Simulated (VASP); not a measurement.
A run of VASP 6.6.1 is set up as follows.

Contents of INCAR:

```
SYSTEM = Si16SbH7
ALGO = Normal
EDIFF = 1E-6
ENCUT = 520
GGA = PE
ISIF = 2
ISMEAR = 0
IVDW = 12
LASPH = .TRUE.
LCHARG = .FALSE.
LREAL = Auto
LWAVE = .FALSE.
NBANDS = 56
NELM = 100
PREC = Accurate
SIGMA = 0.05
```

KPOINTS

```
k-points
0
G
  2 2 1
  0 0 0
```

Contents of POSCAR:

```
Si16SbH7
1.0
    7.6791800000      0.0000000000      0.0000000000
    3.8395900000      6.6503650000      0.0000000000
    0.0000000000      0.0000000000     18.8687650000
H Si Sb
7 16 1
Direct
    0.1666666792      0.1666666416      0.0529976392
    0.6666666792      0.1666666416      0.0529976392
    0.1666666416      0.6666667168      0.0529976392
    0.6666666416      0.6666667168      0.0529976392
    0.5007553482      0.0085856942      0.4148617570
    0.0083254570      0.5061022966      0.4185271797
    0.3836770047      0.5384645805      0.4124739483
    0.1666666792      0.1666666416      0.1324940981
    0.6666666792      0.1666666416      0.1324940981
    0.1666666416      0.6666667168      0.1324940981
    0.6666666416      0.6666667168      0.1324940981
   -0.1680629602      0.3321437244      0.1772482725
    0.3331754964      0.3338547583      0.1715248454
   -0.1667719325      0.8330860036      0.1722829237
    0.3345864694      0.8339969310      0.1693825749
   -0.1612555664      0.3250866682      0.3059920986
    0.3293546842      0.3374602747      0.2951670128
   -0.1666360768      0.8334276389      0.2960350611
    0.3327419081      0.8430223003      0.2919086649
    0.0122619312     -0.0194001382      0.3417144153
    0.5007402391      0.0054267698      0.3355380175
   -0.0003692277      0.5030056245      0.3391869579
    0.4889479611      0.5132810004      0.3338335074
    0.2144656823      0.8038848996      0.4560082761
```

Potentials or basis: VASP PAW PBE potentials, release 64 (H, Si, Sb).

The run is started by

```console
$ cat potpaw_PBE.64/H/POTCAR potpaw_PBE.64/Si/POTCAR potpaw_PBE.64/Sb/POTCAR > POTCAR
$ mpirun -np 1 vasp_std > vasp.out
```

(1) Estimate the largest force.

(2) Estimate the dispersion energy per atom.

Results:

(1) 0.234 eV/Å.

(2) -0.175 eV.

Caveat: the k points lie up to 0.47 Å⁻¹ apart; there is no dipole correction, which matters where the two faces differ.
